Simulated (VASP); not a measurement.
# Ta8C8F (a cell with a defect) in VASP: notebook

The runs below take Ta8C8F (a cell with a defect) through single point, with PBE.

Everything below comes from runs of VASP 6.6.1. Logs are shortened: lines on timing, memory, paths and dates and some standing lists are left out, and cuts for length are marked.

### 1 The cell of the first run

The cell holds a defect, 17 atoms: a = 6.299 Å, b = 6.299 Å, c = 6.299 Å, α = 60.00°, β = 60.00°, γ = 60.00°.

### 2 Single point, PBE

INCAR reads:

```
ALGO = Normal ; EDIFF = 1E-6
ENCUT = 520 ; GGA = PE
ISIF = 2 ; ISMEAR = -1
LASPH = True ; LCHARG = False
LREAL = Auto ; LWAVE = False
NBANDS = 78 ; NELM = 60
PREC = Accurate ; SIGMA = 0.1
```

KPOINTS reads:

```
k-points
0
Gamma
  2 2 2
```

POSCAR reads:

```
Ta8C8F
1.0
    0.0000000000      4.4540000000      4.4540000000
    4.4540000000      0.0000000000      4.4540000000
    4.4540000000      4.4540000000      0.0000000000
Ta C F
8 8 1
Direct
    0.0010215537     -0.0108554109      0.0086102380
    0.0263920072     -0.0104737315      0.4896609789
   -0.0156713067      0.5150202066      0.0098338572
    0.0208576560      0.4895150427      0.5016614279
    0.5141109115     -0.0013807813     -0.0044342164
    0.4905702739      0.0296811855      0.5042433767
    0.4844634037      0.5113605748      0.0156937584
    0.4975190840      0.4834643018      0.4858890885
    0.2598338572      0.2495285137      0.2278176920
    0.2280197575      0.2600583745      0.7737090256
    0.2502581949      0.7506623260      0.2249326448
    0.2098675348      0.7689829367      0.7658845981
    0.7503592277      0.2419622811      0.2583520431
    0.7743488999      0.2152110463      0.7313987427
    0.7544229906      0.7602155366      0.2218006286
    0.7733610238      0.7699932645      0.7392792995
    0.6139537494      0.6133026493      0.6227548271
```

Potentials or basis: VASP PAW PBE potentials, release 64 (Ta_pv, C, F).

Run with:

```sh
$ cat potpaw_PBE.64/Ta_pv/POTCAR potpaw_PBE.64/C/POTCAR potpaw_PBE.64/F/POTCAR > POTCAR
$ mpirun -np 1 vasp_std > vasp.out
```

OUTCAR:

```text
EDIFF = 1E-6
   ENCUT = 520
   GGA = PE
   ISIF = 2
   ISMEAR = -1
   LASPH = True
   LREAL = Auto
   NELM = 60
   PREC = Accurate

 ion  position               nearest neighbor table
   1  0.001  0.989  0.009-  12 2.07  11 2.08  15 2.12  10 2.22  13 2.24  14 2.26   7 3.03   3 3.04
                             5 3.08   2 3.11   4 3.13   6 3.14   4 3.17   6 3.18   2 3.19   5 3.22
   2  0.026  0.990  0.490-  12 2.07  14 2.09  16 2.11   9 2.20  11 2.25  13 2.26   8 3.08   5 3.09
                             6 3.11   1 3.11   4 3.13   3 3.14   4 3.17   3 3.18   1 3.19   5 3.21
   3  0.984  0.515  0.010-  15 2.04  12 2.14  16 2.15  10 2.19   9 2.21  13 2.26   5 3.00   1 3.04
                             8 3.04   4 3.14   2 3.14   7 3.14   7 3.16   4 3.17   2 3.18   1 3.26
   4  0.021  0.490  0.502-  17 2.10  10 2.15  11 2.20   9 2.29  16 2.31  14 2.33  15 2.43   6 2.93
                             8 2.94   7 2.99   1 3.13   2 3.13   3 3.14   2 3.17   3 3.17   1 3.17
   5  0.514  0.999  0.996-  15 2.08  14 2.13   9 2.15  16 2.16  10 2.27  11 2.29   3 3.00   6 3.08
                             1 3.08   2 3.09   7 3.10   8 3.14   8 3.17   7 3.20   2 3.21   1 3.22
   6  0.491  0.030  0.504-  13 2.11  17 2.15  10 2.23   9 2.27  16 2.31  12 2.41  15 2.46   8 2.82
                             4 2.93   7 3.06   5 3.08   2 3.11   1 3.14   1 3.18   2 3.21   5 3.23
   7  0.484  0.511  0.016-  11 2.00  17 2.03   9 2.18  13 2.27  12 2.34  16 2.44  14 2.59   8 2.92
                             4 2.99   1 3.03   6 3.06   5 3.10   3 3.14   3 3.16   5 3.20   6 3.24
   8  0.498  0.483  0.486-  17 1.97  13 2.09  10 2.22  11 2.27  14 2.33  15 2.38  12 2.52   6 2.82
                             7 2.92   4 2.94   3 3.04   2 3.08   5 3.14   5 3.17   2 3.23   3 3.28
   9  0.260  0.250  0.228-   5 2.15   7 2.18   2 2.20   3 2.21   6 2.27   4 2.29
  10  0.228  0.260  0.774-   4 2.15   3 2.19   8 2.22   1 2.22   6 2.23   5 2.27
  11  0.250  0.751  0.225-   7 2.00   1 2.08   4 2.20   2 2.25   8 2.27   5 2.29
  12  0.210  0.769  0.766-   1 2.07   2 2.07   3 2.14   7 2.34   6 2.41   8 2.52
  13  0.750  0.242  0.258-   8 2.09   6 2.11   1 2.24   3 2.26   2 2.26   7 2.27
  14  0.774  0.215  0.731-   2 2.09   5 2.13   1 2.26   8 2.33   4 2.33   7 2.59
  15  0.754  0.760  0.222-   3 2.04   5 2.08   1 2.12   8 2.38   4 2.43   6 2.46
  16  0.773  0.770  0.739-   2 2.11   3 2.15   5 2.16   6 2.31   4 2.31   7 2.44
  17  0.614  0.613  0.623-   8 1.97   7 2.03   4 2.10   6 2.15

  LATTYP: Found a face centered cubic cell.
 ALAT       =     8.9080000000

  Lattice vectors:

 A1 = (   0.0000000000,   4.4540000000,   4.4540000000)
 A2 = (   4.4540000000,   0.0000000000,   4.4540000000)
 A3 = (   4.4540000000,   4.4540000000,   0.0000000000)

Analysis of symmetry for initial positions (statically):
=====================================================================
 Subroutine PRICEL returns:
 Original cell was already a primitive cell.

 Routine SETGRP: Setting up the symmetry group for a
 face centered cubic supercell.

 Subroutine GETGRP returns: Found  1 space group operations
 (whereof  1 operations were pure point group operations)
 out of a pool of 48 trial point group operations.

The static configuration has the point symmetry C_1 .

Analysis of symmetry for dynamics (positions and initial velocities):
=====================================================================
 Subroutine PRICEL returns:
 Original cell was already a primitive cell.

 Routine SETGRP: Setting up the symmetry group for a
 face centered cubic supercell.

 Subroutine GETGRP returns: Found  1 space group operations
 (whereof  1 operations were pure point group operations)
 out of a pool of 48 trial point group operations.

The dynamic configuration has the point symmetry C_1 .

 Subroutine INISYM returns: Found  1 space group operations
 (whereof  1 operations are pure point group operations),
 and found     1 'primitive' translations

----------------------------------------------------------------------------------------

                                     Primitive cell

  volume of cell :     176.7179

  direct lattice vectors                    reciprocal lattice vectors
     0.000000000  4.454000000  4.454000000    -0.112258644  0.112258644  0.112258644
     4.454000000  0.000000000  4.454000000     0.112258644 -0.112258644  0.112258644
     4.454000000  4.454000000  0.000000000     0.112258644  0.112258644 -0.112258644

  length of vectors
     6.298907207  6.298907207  6.298907207     0.194437675  0.194437675  0.194437675

  position of ions in fractional coordinates (direct lattice)
     0.001021554  0.989144589  0.008610238
     0.026392007  0.989526269  0.489660979
     0.984328693  0.515020207  0.009833857
     0.020857656  0.489515043  0.501661428
     0.514110911  0.998619219  0.995565784
     0.490570274  0.029681186  0.504243377
[... 9 lines left out ...]
     0.773361024  0.769993265  0.739279299
     0.613953749  0.613302649  0.622754827

  ion indices of the primitive-cell ions
   primitive index   ion index
                 1           1
                 2           2
                 3           3
                 4           4
                 5           5
                 6           6
[... 9 lines left out ...]
                16          16
                17          17

----------------------------------------------------------------------------------------

 KPOINTS: k-points

Automatic generation of k-mesh.
 Grid dimensions read from file:
 generate k-points for:    2    2    2

 Generating k-lattice:

  Cartesian coordinates                     Fractional coordinates (reciprocal lattice)
    -0.056129322  0.056129322  0.056129322     0.500000000  0.000000000  0.000000000
     0.056129322 -0.056129322  0.056129322     0.000000000  0.500000000  0.000000000
     0.056129322  0.056129322 -0.056129322     0.000000000  0.000000000  0.500000000

  Length of vectors
     0.097218837  0.097218837  0.097218837

  Shift w.r.t. Gamma in fractional coordinates (k-lattice)
     0.000000000  0.000000000  0.000000000

 Subroutine IBZKPT returns following result:
 ===========================================

 Found      8 irreducible k-points:

 Following reciprocal coordinates:
            Coordinates               Weight
  0.000000  0.000000  0.000000      1.000000
  0.500000  0.000000  0.000000      1.000000
  0.000000  0.500000  0.000000      1.000000
  0.000000  0.000000  0.500000      1.000000
  0.500000  0.500000  0.500000      1.000000
  0.500000  0.500000  0.000000      1.000000
  0.000000  0.500000  0.500000      1.000000
  0.500000  0.000000  0.500000      1.000000
   k-points           NKPTS =      8   k-points in BZ     NKDIM =      8   number of bands    NBANDS=     78
   number of dos      NEDOS =    301   number of ions     NIONS =     17
   total plane-waves  NPLWV = 110592
   dimension x,y,z NGX =    48 NGY =   48 NGZ =   48
   dimension x,y,z NGXF=    96 NGYF=   96 NGZF=   96
   ions per type =               8   8   1
   NGX,Y,Z   is equivalent  to a cutoff of  12.67, 12.67, 12.67 a.u.
   NGXF,Y,Z  is equivalent  to a cutoff of  25.34, 25.34, 25.34 a.u.
 SYSTEM =  unknown system
   PREC   = accura    normal or accurate (medium, high low for compatibility)
   ISTART =      0    job   : 0-new  1-cont  2-samecut
   ICHARG =      2    charge: 1-file 2-atom 10-const
   ISPIN  =      1    spin polarized calculation?
   LNONCOLLINEAR =      F non collinear calculations
   LSORBIT =      F    spin-orbit coupling
   LASPH  =      T    aspherical Exc in radial PAW
   ENCUT  =  520.0 eV  38.22 Ry    6.18 a.u.  11.71 11.71 11.71*2*pi/ulx,y,z
   NELM   =     60;   NELMIN=  2; NELMDL= -5     # of ELM steps
   EDIFF  = 0.1E-05   stopping-criterion for ELM
   LREAL  =      T    real-space projection
   EDIFFG = 0.1E-04   stopping-criterion for IOM
   NSW    =      0    number of steps for IOM
   IBRION =     -1    ionic relax: 0-MD 1-quasi-New 2-CG
   NFREE  =      0    steps in history (QN), initial steepest desc. (CG)
   ISIF   =      2    stress and relaxation
   ISYM   =      2    0-nonsym 1-usesym 2-fastsym
   POTIM  = 0.5000    time-step for ionic-motion
   TEBEG  =    0.0;   TEEND  =   0.0 temperature during run
   PSTRESS=    0.0 pullay stress
   NELECT =     127.0000    total number of electrons
   NUPDOWN=      -1.0000    fix difference up-down
   EMIN   =  10.00;   EMAX   =-10.00  energy-range for DOS
   EFERMI =   0.00;   METHOD = LEGACY
   ISMEAR =    -1;   SIGMA  =   0.10  broadening in eV -4-tet -1-fermi 0-gaus
   EFERMI_NEDOS =   21; number of points for ismear=-14 and -15
   IALGO  =     38    algorithm
   IMIX   =      4    mixing-type and parameters
     AMIX     =   0.40;   BMIX     =  1.00
     AMIX_MAG =   1.60;   BMIX_MAG =  1.00
  volume/ion in A,a.u.               =      10.40        70.15
  Fermi-wavevector in a.u.,A,eV,Ry     =   1.466389  2.771073 29.256563  2.150297
  Thomas-Fermi vector in A             =   2.582132
   LORBIT       =      0    0 simple, 1 ext, 2 COOP (PROOUT), +10 PAW based schemes
   GGA     = PE    functional components
   LHFCALC =     F    Hartree Fock is set to
   AEXX    =    0.0000 exact exchange contribution
   IVDW    =     0    specifies the selected vdW correction
   LEPSILON=     F    determine dielectric tensor
   LRPA    =     F    only Hartree local field effects (RPA)
 non-spin polarized calculation
  energy-cutoff  :      520.00
  volume of cell :      176.72
 maximum number of plane-waves:      4800
 NGX is ok and might be reduce to    48
   NGX = 23   NGY = 23   NGZ = 23

 number of electron     127.0000004 magnetization

 Free energy of the ion-electron system (eV)
  ---------------------------------------------------
  ext. energy  EPLUGINS =         0.00000000
  ---------------------------------------------------
  free energy    TOTEN  =      -173.45047084 eV

  energy without entropy =     -173.30235932  energy(sigma->0) =     -173.37641508

 E-fermi :   8.5551     XC(G=0): -13.3683

 val. band max:        8.5532131861   @ k =   0.5000   0.5000   0.5000
 cond. band min:       8.8672759830   @ k =   0.5000   0.5000   0.5000
 fundamental gap:      0.3140627969
 Fermi energy:         8.5550577734

 k-point     1 :       0.0000    0.0000    0.0000
  band No.  band energies     occupation
      1     -27.6923      2.00000
      2     -27.1619      2.00000
      3     -27.1253      2.00000
      4     -27.1006      2.00000
      5     -27.0010      2.00000
      6     -26.9882      2.00000
[... 67 lines left out ...]
     74      11.4255      0.00000
     75      11.5413      0.00000

 k-point     2 :       0.5000    0.0000    0.0000
  band No.  band energies     occupation
      1     -27.5333      2.00000
      2     -27.0546      2.00000
      3     -27.0160      2.00000
      4     -26.9967      2.00000
      5     -26.9613      2.00000
      6     -26.9145      2.00000
[... 67 lines left out ...]
     74      11.8974      0.00000
     75      12.0388      0.00000

 k-point     3 :       0.0000    0.5000    0.0000
  band No.  band energies     occupation
      1     -27.5590      2.00000
      2     -27.0613      2.00000
      3     -27.0353      2.00000
      4     -26.9470      2.00000
      5     -26.9045      2.00000
      6     -26.8696      2.00000
[... 379 lines left out ...]
     74      11.4285      0.00000
     75      11.4450      0.00000

 k-point     8 :       0.5000    0.0000    0.5000
  band No.  band energies     occupation
      1     -27.3384      2.00000
      2     -27.2604      2.00000
      3     -26.9589      2.00000
      4     -26.9173      2.00000
      5     -26.8737      2.00000
      6     -26.8475      2.00000
[... 67 lines left out ...]
     74      11.2398      0.00000
     75      11.4131      0.00000
 [bands above 75 left out]

------------------------ aborting loop because EDIFF is reached ----------------------------------------

  FORCE on cell =-STRESS in cart. coord.  units (eV):
  Direction    XX          YY          ZZ          XY          YZ          ZX
  --------------------------------------------------------------------------------------
  -------------------------------------------------------------------------------------
  Total       40.4144433     30.5598219     29.4035107     -0.1391657      1.1450959      1.8897503
  in kB      366.4093520    277.0644256    266.5809647     -1.2617172     10.3817797     17.1330374
  external PRESSURE =     303.3515808 kB  Pullay stress =       0.0000000 kB

 VOLUME and BASIS-vectors are now :
 -----------------------------------------------------------------------------
  energy-cutoff  :      520.00
  volume of cell :      176.72
      direct lattice vectors                 reciprocal lattice vectors
     0.000000000  4.454000000  4.454000000    -0.112258644  0.112258644  0.112258644
     4.454000000  0.000000000  4.454000000     0.112258644 -0.112258644  0.112258644
     4.454000000  4.454000000  0.000000000     0.112258644  0.112258644 -0.112258644

 POSITION                                       TOTAL-FORCE (eV/Angst)
 -----------------------------------------------------------------------------------
      4.44400      0.04290      4.41020         1.043903     -1.896582      0.668357
      6.58830      2.29850      4.52490         0.248567     -0.397955      0.206889
      2.33770      4.42800      6.67810        -1.570314      0.227795     -0.027496
      4.41470      2.32730      2.27320        -0.486453      0.411916      0.292205
      8.88210      6.72410      6.73770         0.068755     -1.140113      0.482192
      2.37810      4.43090      2.31720        -0.613147     -0.598898     -0.105542
[... 9 lines left out ...]
      6.72230      6.73730      6.87410        -0.185692     -0.337316     -1.797611
      5.50540      5.50830      5.46620         1.394494      0.459824      1.519211
 -----------------------------------------------------------------------------------
    total drift:                               -0.009356     -0.008038      0.006010

  FREE ENERGIE OF THE ION-ELECTRON SYSTEM (eV)
  ---------------------------------------------------
  free  energy   TOTEN  =      -173.4504708359 eV

  energy  without entropy=     -173.3023593220  energy(sigma->0) =     -173.37641508
```

Run time: 4.3 min. Hardware: 1 thread of Intel Xeon 6975P-C (Granite Rapids), shared host; peak memory 0.36 GiB.

What came out:

- Free energy: -173.4505 eV
- Pressure: 30.3 GPa
- Largest force: 2.972 eV/Å

Forces on the atoms (eV/Å):
```
Ta   1.044 -1.897  0.668
Ta   0.249 -0.398  0.207
Ta  -1.570  0.228 -0.027
Ta  -0.486  0.412  0.292
Ta   0.069 -1.140  0.482
Ta  -0.613 -0.599 -0.106
Ta  -1.071  1.241 -1.068
Ta  -0.415 -1.184 -1.078
C    1.426  0.631 -0.056
C   -1.949 -0.065  0.592
C    2.116  2.085  0.094
C   -0.726  0.497 -0.058
C   -0.495 -1.058  0.787
C    0.753  1.011 -0.745
C    0.461  0.113  0.293
C   -0.186 -0.337 -1.798
F    1.394  0.460  1.519
```

Caveat: the k points lie up to 0.61 Å⁻¹ apart; spin-orbit coupling is left out, which moves the levels of the heavy elements; an odd number of electrons without spin polarisation forces a metal; a magnetic or distorted state may lie lower.

### 3 Single point, PBE

INCAR reads:

```
PREC = Accurate
ENCUT = 520
EDIFF = 1E-6
ISMEAR = -1
SIGMA = 0.1
LREAL = Auto
LASPH = T
NELM = 100
ALGO = Normal
ISIF = 2
LWAVE = F
LCHARG = T
GGA = PE
LELF = T
LVHAR = T
NBANDS = 78
```

KPOINTS reads:

```
Automatic mesh
0
Gamma
  2 2 2
```

POSCAR reads:

```
Ta8C8F
1.0
    0.0000000000      4.4540000000      4.4540000000
    4.4540000000      0.0000000000      4.4540000000
    4.4540000000      4.4540000000      0.0000000000
Ta C F
8 8 1
Direct
    0.0280871127     -0.0240458015     -0.0093848226
    0.0116187696      0.0045240233      0.4938145487
   -0.0099685676      0.5047373148     -0.0052537045
    0.0313650651      0.4903682084      0.4801077683
    0.5235967670      0.0145936237      0.0072743601
    0.4948473282      0.0437022901      0.5041872474
    0.4936461608      0.4925684778      0.0268522676
    0.5083857207      0.4997193534      0.4930736417
    0.2649640772      0.2564548720      0.2415918276
    0.2368320611      0.2628760665      0.7582061069
    0.2523125281      0.7546026044      0.2533453076
    0.2378087113      0.7520880108      0.7671980242
    0.7613718006      0.2532667265      0.2526156264
    0.7560844185      0.2376066457      0.7564436462
    0.7770431073      0.7692972609      0.2195217782
    0.7671755725      0.7781769196      0.7609115402
    0.6222272115      0.6565559048      0.6137404580
```

Potentials or basis: VASP PAW PBE potentials, release 64 (Ta_pv, C, F).

Run with:

```sh
$ cat potpaw_PBE.64/Ta_pv/POTCAR potpaw_PBE.64/C/POTCAR potpaw_PBE.64/F/POTCAR > POTCAR
$ mpirun -np 1 vasp_std > vasp.out
```

Wall time 3.8 min (1 thread of Intel Xeon 6975P-C (Granite Rapids), shared host); peak memory 0.36 GiB.

The run converged. Its results:

```
Free energy   : -173.6712 eV
Pressure      : 31.0 GPa
Largest force : 2.144 eV/Å
```

Forces in eV/Å, atoms in the order of the input:
```
Ta   1.986 -0.423  0.688
Ta  -0.180  0.677  0.117
Ta   0.140  0.706  0.735
Ta   0.549  0.138 -0.132
Ta  -0.751 -0.675 -1.793
Ta  -0.046 -0.309  0.868
Ta   0.071  0.802  0.762
Ta   0.041 -1.542 -1.123
C    0.606 -0.227 -1.125
C   -0.637  0.806  0.983
C    0.163  0.371  0.923
C   -0.049 -1.810 -1.063
C   -0.261 -0.409 -0.220
C   -0.403  1.042  1.015
C   -0.944 -0.513 -0.756
C   -0.215 -0.582 -0.360
F   -0.072  1.949  0.480
```

Stress tensor (GPa, compression positive):
```
34.32 -1.22  1.46
-1.22 25.80 -0.29
 1.46 -0.29 32.85
```

Levels at points of the mesh, in eV from the Fermi level:
```
           k point  band 62  band 63  band 64  band 65  band 66  band 67
(0.00, 0.00, 0.00)    -0.69    -0.64    -0.05     0.24     0.39     0.69
(0.50, 0.00, 0.00)    -0.65    -0.37    -0.23     0.15     0.31     0.48
(0.00, 0.50, 0.00)    -0.73    -0.53    -0.19    -0.14     0.21     0.54
(0.00, 0.00, 0.50)    -0.68    -0.46    -0.16    -0.01     0.35     0.51
(0.50, 0.50, 0.50)    -0.54    -0.43    -0.40    -0.34     0.47     0.72
(0.50, 0.50, 0.00)    -0.81     0.41     1.13     1.22     1.36     1.51
(0.00, 0.50, 0.50)    -0.73     0.33     1.03     1.20     1.28     1.73
(0.50, 0.00, 0.50)    -0.88     0.59     1.08     1.35     1.43     1.67
```

Caveat: the k points lie up to 0.61 Å⁻¹ apart; spin-orbit coupling is left out, which moves the levels of the heavy elements; an odd number of electrons without spin polarisation forces a metal; a magnetic or distorted state may lie lower.
